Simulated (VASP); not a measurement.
# C10O in VASP: single point with PBE+D3(BJ)

Aim: the single point of C10O with PBE+D3(BJ).

All numbers are computed with VASP 6.6.1; they aren't measurements. Logs are shortened: lines on timing, memory, paths and dates and some standing lists are left out, and cuts for length are marked.

**1. The cell of the first run**

The cell holds a slab with vacuum, 11 atoms: a = 2.465 Å, b = 2.465 Å, c = 32.477 Å, α = 90.00°, β = 90.00°, γ = 120.00°.

**2. Single point, PBE+D3(BJ)**

INCAR

```
SYSTEM = C10O
  PREC = Accurate
  ENCUT = 1000
  EDIFF = 1E-6
  ISMEAR = 0
  SIGMA = 0.1
  LREAL = .FALSE.
  LASPH = .TRUE.
  NELM = 120
  ALGO = Normal
  ISIF = 2
  LWAVE = .FALSE.
  LCHARG = .TRUE.
  LDIPOL = .TRUE.
  IDIPOL = 3
  DIPOL = 0.5 0.5 0.491
  GGA = PE
  IVDW = 12
  LELF = .TRUE.
  LVHAR = .TRUE.
  LVACPOTAV = .TRUE.
  NBANDS = 34
  GGA_COMPAT = .FALSE.
  NELMDL = -8
```

KPOINTS

```
Automatic mesh
0
G
  12 12 1
  0 0 0
```

POSCAR

```
C10O
1.0
    2.4649796668      0.0000000000      0.0000000000
   -1.2324898334      2.1347350113      0.0000000000
    0.0000000000      0.0000000000     32.4768659153
C O
10 1
Direct
    0.0000000000      0.0000000000      0.2617247692
    0.6666666666      0.3333333333      0.2617247620
    0.0000000000      0.0000000000      0.3654668122
    0.3333333333      0.6666666667      0.3654668050
   -0.1037256181     -0.2074512362      0.4694349414
    0.5630650907      0.1261301813      0.4694254725
   -0.1099025422     -0.2198050845      0.5730912659
    0.2234173942      0.4468347883      0.5729978659
    0.1837022296      0.3674044592      0.6781104216
    0.8489321430      0.6978642860      0.6690452560
    0.2470297093      0.4940594186      0.7198890893
```

Potentials or basis: VASP PAW PBE potentials, release 64 (C_h, O_h).

Launch:

```sh
$ cat potpaw_PBE.64/C_h/POTCAR potpaw_PBE.64/O_h/POTCAR > POTCAR
$ mpirun -np 1 vasp_std > vasp.out
```

OUTCAR:

```text
SYSTEM = C10O
   PREC = Accurate
   ENCUT = 1000
   EDIFF = 1E-6
   ISMEAR = 0
   LREAL = .FALSE.
   LASPH = .TRUE.
   NELM = 120
   ISIF = 2
   GGA = PE
   IVDW = 12
   NELMDL = -8
 IVDW          = 12

 ion  position               nearest neighbor table
   1  0.000  0.000  0.262-   2 1.42   2 1.42   2 1.42
   2  0.667  0.333  0.262-   1 1.42   1 1.42   1 1.42
   3  0.000  0.000  0.365-   4 1.42   4 1.42   4 1.42
   4  0.333  0.667  0.365-   3 1.42   3 1.42   3 1.42
   5  0.896  0.793  0.469-   6 1.42   6 1.42   6 1.42
   6  0.563  0.126  0.469-   5 1.42   5 1.42   5 1.42
   7  0.890  0.780  0.573-   8 1.42   8 1.42   8 1.42
   8  0.223  0.447  0.573-   7 1.42   7 1.42   7 1.42
   9  0.184  0.367  0.678-  11 1.38  10 1.45  10 1.45  10 1.46
  10  0.849  0.698  0.669-   9 1.45   9 1.45   9 1.46
  11  0.247  0.494  0.720-   9 1.38

  LATTYP: Found a hexagonal cell.
 ALAT       =     2.4649796668
 C/A-ratio  =    13.1753078343

  Lattice vectors:

 A1 = (   2.4649796668,   0.0000000000,   0.0000000000)
 A2 = (  -1.2324898334,   2.1347350113,   0.0000000000)
 A3 = (   0.0000000000,   0.0000000000,  32.4768659153)

Analysis of symmetry for initial positions (statically):
=====================================================================
 Subroutine PRICEL returns:
 Original cell was already a primitive cell.

 Routine SETGRP: Setting up the symmetry group for a
 hexagonal supercell.

 Subroutine GETGRP returns: Found  2 space group operations
 (whereof  2 operations were pure point group operations)
 out of a pool of 24 trial point group operations.

The static configuration has the point symmetry C_1h.

Analysis of symmetry for dynamics (positions and initial velocities):
=====================================================================
 Subroutine PRICEL returns:
 Original cell was already a primitive cell.

 Routine SETGRP: Setting up the symmetry group for a
 hexagonal supercell.

 Subroutine GETGRP returns: Found  2 space group operations
 (whereof  2 operations were pure point group operations)
 out of a pool of 24 trial point group operations.

The dynamic configuration has the point symmetry C_1h.

 Subroutine INISYM returns: Found  2 space group operations
 (whereof  2 operations are pure point group operations),
 and found     1 'primitive' translations

----------------------------------------------------------------------------------------

                                     Primitive cell

  volume of cell :     170.8958

  direct lattice vectors                    reciprocal lattice vectors
     2.464979667  0.000000000  0.000000000     0.405682860  0.234221108  0.000000000
    -1.232489833  2.134735011  0.000000000     0.000000000  0.468442216  0.000000000
     0.000000000  0.000000000 32.476865915     0.000000000  0.000000000  0.030791148

  length of vectors
     2.464979667  2.464979667 32.476865915     0.468442216  0.468442216  0.030791148

  position of ions in fractional coordinates (direct lattice)
     0.000000000  0.000000000  0.261724769
     0.666666667  0.333333333  0.261724762
     0.000000000  0.000000000  0.365466812
     0.333333333  0.666666667  0.365466805
     0.896274382  0.792548764  0.469434941
     0.563065091  0.126130181  0.469425472
     0.890097458  0.780194915  0.573091266
     0.223417394  0.446834788  0.572997866
     0.183702230  0.367404459  0.678110422
     0.848932143  0.697864286  0.669045256
     0.247029709  0.494059419  0.719889089

  ion indices of the primitive-cell ions
   primitive index   ion index
                 1           1
                 2           2
                 3           3
                 4           4
                 5           5
                 6           6
                 7           7
                 8           8
                 9           9
                10          10
                11          11

----------------------------------------------------------------------------------------

 KPOINTS: Automatic mesh

Automatic generation of k-mesh.
 Grid dimensions read from file:
 generate k-points for:   12   12    1

 Generating k-lattice:

  Cartesian coordinates                     Fractional coordinates (reciprocal lattice)
     0.033806905  0.019518426  0.000000000     0.083333333  0.000000000  0.000000000
     0.000000000  0.039036851  0.000000000     0.000000000  0.083333333  0.000000000
     0.000000000  0.000000000  0.030791148     0.000000000  0.000000000  1.000000000

  Length of vectors
     0.039036851  0.039036851  0.030791148

  Shift w.r.t. Gamma in fractional coordinates (k-lattice)
     0.000000000  0.000000000  0.000000000

 Subroutine IBZKPT returns following result:
 ===========================================

 Found     43 irreducible k-points:

 Following reciprocal coordinates:
            Coordinates               Weight
  0.000000  0.000000  0.000000      1.000000
  0.083333  0.000000  0.000000      4.000000
  0.000000  0.083333  0.000000      2.000000
  0.166667  0.000000  0.000000      4.000000
  0.000000  0.166667  0.000000      2.000000
  0.250000  0.000000  0.000000      4.000000
[... 16 lines left out ...]
 -0.083333  0.416667  0.000000      4.000000
 -0.416667  0.333333  0.000000      4.000000
 [... further k-points ...]
   k-points           NKPTS =     43   k-points in BZ     NKDIM =     43   number of bands    NBANDS=     34
   number of dos      NEDOS =    301   number of ions     NIONS =     11
   total plane-waves  NPLWV = 263424
   dimension x,y,z NGX =    28 NGY =   28 NGZ =  336
   dimension x,y,z NGXF=    56 NGYF=   56 NGZF=  672
   ions per type =              10   1
   NGX,Y,Z   is equivalent  to a cutoff of  18.88, 18.88, 17.20 a.u.
   NGXF,Y,Z  is equivalent  to a cutoff of  37.77, 37.77, 34.40 a.u.
 SYSTEM =  C10O
   PREC   = accura    normal or accurate (medium, high low for compatibility)
   ISTART =      0    job   : 0-new  1-cont  2-samecut
   ICHARG =      2    charge: 1-file 2-atom 10-const
   ISPIN  =      1    spin polarized calculation?
   LNONCOLLINEAR =      F non collinear calculations
   LSORBIT =      F    spin-orbit coupling
   LASPH  =      T    aspherical Exc in radial PAW
   ENCUT  = 1000.0 eV  73.50 Ry    8.57 a.u.   6.36  6.36 83.74*2*pi/ulx,y,z
   NELM   =    120;   NELMIN=  2; NELMDL= -8     # of ELM steps
   EDIFF  = 0.1E-05   stopping-criterion for ELM
   LREAL  =      F    real-space projection
   EDIFFG = 0.1E-04   stopping-criterion for IOM
   NSW    =      0    number of steps for IOM
   IBRION =     -1    ionic relax: 0-MD 1-quasi-New 2-CG
   NFREE  =      0    steps in history (QN), initial steepest desc. (CG)
   ISIF   =      2    stress and relaxation
   ISYM   =      2    0-nonsym 1-usesym 2-fastsym
   POTIM  = 0.5000    time-step for ionic-motion
   TEBEG  =    0.0;   TEEND  =   0.0 temperature during run
   PSTRESS=    0.0 pullay stress
   NELECT =      46.0000    total number of electrons
   NUPDOWN=      -1.0000    fix difference up-down
   EMIN   =  10.00;   EMAX   =-10.00  energy-range for DOS
   EFERMI =   0.00;   METHOD = LEGACY
   ISMEAR =     0;   SIGMA  =   0.10  broadening in eV -4-tet -1-fermi 0-gaus
   EFERMI_NEDOS =   21; number of points for ismear=-14 and -15
   IALGO  =     38    algorithm
   IMIX   =      4    mixing-type and parameters
     AMIX     =   0.40;   BMIX     =  1.00
     AMIX_MAG =   1.60;   BMIX_MAG =  1.00
  volume/ion in A,a.u.               =      15.54       104.84
  Fermi-wavevector in a.u.,A,eV,Ry     =   1.057021  1.997480 15.201701  1.117293
  Thomas-Fermi vector in A             =   2.192278
   LORBIT       =      0    0 simple, 1 ext, 2 COOP (PROOUT), +10 PAW based schemes
   GGA     = PE    functional components
   LHFCALC =     F    Hartree Fock is set to
   AEXX    =    0.0000 exact exchange contribution
   IVDW    =    12    specifies the selected vdW correction
   LEPSILON=     F    determine dielectric tensor
   LRPA    =     F    only Hartree local field effects (RPA)
 non-spin polarized calculation
 Gauss-broadening in eV      SIGMA  =   0.10
  energy-cutoff  :     1000.00
  volume of cell :      170.90
 maximum number of plane-waves:     12343
 NGX is ok and might be reduce to    28
   NGX = 13   NGY = 13   NGZ =167

 dipolmoment           0.000000      0.000000     -0.420118 electrons x Angstroem

 number of electron      46.0000000 magnetization

 dipolmoment           0.000000      0.000000      0.093205 electrons x Angstroem

 Free energy of the ion-electron system (eV)
  ---------------------------------------------------
  ext. energy  EPLUGINS =         0.00000000
  ---------------------------------------------------
  free energy    TOTEN  =       -94.79648055 eV

  energy without entropy =      -94.78840253  energy(sigma->0) =      -94.79244154

 E-fermi :   0.4588     XC(G=0):  -6.0986

 val. band max:        0.4563134464   @ k =   0.3333   0.3333   0.0000
 cond. band min:       0.4601364847   @ k =   0.0000   0.2500   0.0000
 fundamental gap:      0.0038230383
 Fermi energy:         0.4588405081

 k-point     1 :       0.0000    0.0000    0.0000
  band No.  band energies     occupation
      1     -23.0979      2.00000
      2     -19.5255      2.00000
      3     -19.2017      2.00000
      4     -19.1028      2.00000
      5     -18.9882      2.00000
      6     -16.9532      2.00000
[... 26 lines left out ...]
     33       8.3581      0.00000
     34       8.4406      0.00000

 k-point     2 :       0.0833    0.0000    0.0000
  band No.  band energies     occupation
      1     -22.9570      2.00000
      2     -19.3610      2.00000
      3     -19.0367      2.00000
      4     -18.9387      2.00000
      5     -18.8250      2.00000
      6     -16.8400      2.00000
[... 806 lines left out ...]
 k-point    24 :      -0.4167    0.3333    0.0000
  band No.  band energies     occupation
      1     -20.6344      2.00000
      2     -16.1508      2.00000
      3     -15.8147      2.00000
      4     -15.7330      2.00000
      5     -15.6382      2.00000
      6     -15.1154      2.00000
[... 26 lines left out ...]
     33       8.6816      0.00000
     34       8.8844      0.00000

 [... further k-points ...]

------------------------ aborting loop because EDIFF is reached ----------------------------------------

 Edisp (eV)   -1.51540

 E8    (eV) :    -0.4353

  FORCE on cell =-STRESS in cart. coord.  units (eV):
  Direction    XX          YY          ZZ          XY          YZ          ZX
  --------------------------------------------------------------------------------------
  -------------------------------------------------------------------------------------
  Total       5.65757     5.71951     0.01026     0.00000     0.03129     0.00000
  in kB      53.04072    53.62137     0.09618     0.00000     0.29335     0.00000
  external pressure =       35.59 kB  Pullay stress =        0.00 kB

 VOLUME and BASIS-vectors are now :
 -----------------------------------------------------------------------------
  energy-cutoff  :     1000.00
  volume of cell :      170.90
      direct lattice vectors                 reciprocal lattice vectors
     2.464979667  0.000000000  0.000000000     0.405682860  0.234221108  0.000000000
    -1.232489833  2.134735011  0.000000000     0.000000000  0.468442216  0.000000000
     0.000000000  0.000000000 32.476865915     0.000000000  0.000000000  0.030791148

 POSITION                                       TOTAL-FORCE (eV/Angst)
 -----------------------------------------------------------------------------------
      0.00000      0.00000      8.50000        -0.000000      0.004083      0.009578
      1.23249      0.71158      8.50000        -0.000000     -0.001687     -0.011712
      0.00000      0.00000     11.86922        -0.000000      0.001931     -0.007467
     -0.00000      1.42316     11.86922        -0.000000     -0.005722      0.010181
      1.23249      1.69188     15.24578         0.000000      0.003089     -0.007318
      1.23249      0.26925     15.24547        -0.000000     -0.002748      0.004617
      1.23249      1.66551     18.61221        -0.000000     -0.006570     -0.001842
      0.00000      0.95387     18.60917        -0.000000      0.005525      0.002262
      0.00000      0.78431     22.02290         0.000000      0.003537     -0.023089
      1.23249      1.48976     21.72849        -0.000000     -0.017487     -0.004923
      0.00000      1.05469     23.37974         0.000000      0.016048      0.029712
 -----------------------------------------------------------------------------------
    total drift:                               -0.000001      0.000330     -0.000171

  FREE ENERGIE OF THE ION-ELECTRON SYSTEM (eV)
  ---------------------------------------------------
  free  energy   TOTEN  =       -96.3118812939 eV

  energy  without entropy=      -96.3038032720  energy(sigma->0) =      -96.30784228

 vacuum level on the upper side and lower side of the slab         7.933         4.727
```

Wall time 66 min (1 thread of Intel Xeon Platinum 8259CL at 2.50GHz (Skylake/Cascade Lake), shared host); peak memory 0.87 GiB.

What came out:

- Free energy: -96.3119 eV
- Largest force: 0.034 eV/Å
- Band gap on the k mesh: zero (bands 23 and 24 overlap by 0.11 eV)
- Dispersion energy per atom: -0.138 eV

Forces in eV/Å, atoms in the order of the input:
```
C    0.000  0.004  0.010
C    0.000 -0.002 -0.012
C    0.000  0.002 -0.007
C    0.000 -0.006  0.010
C    0.000  0.003 -0.007
C    0.000 -0.003  0.005
C    0.000 -0.007 -0.002
C    0.000  0.006  0.002
C    0.000  0.004 -0.023
C    0.000 -0.017 -0.005
O    0.000  0.016  0.030
```
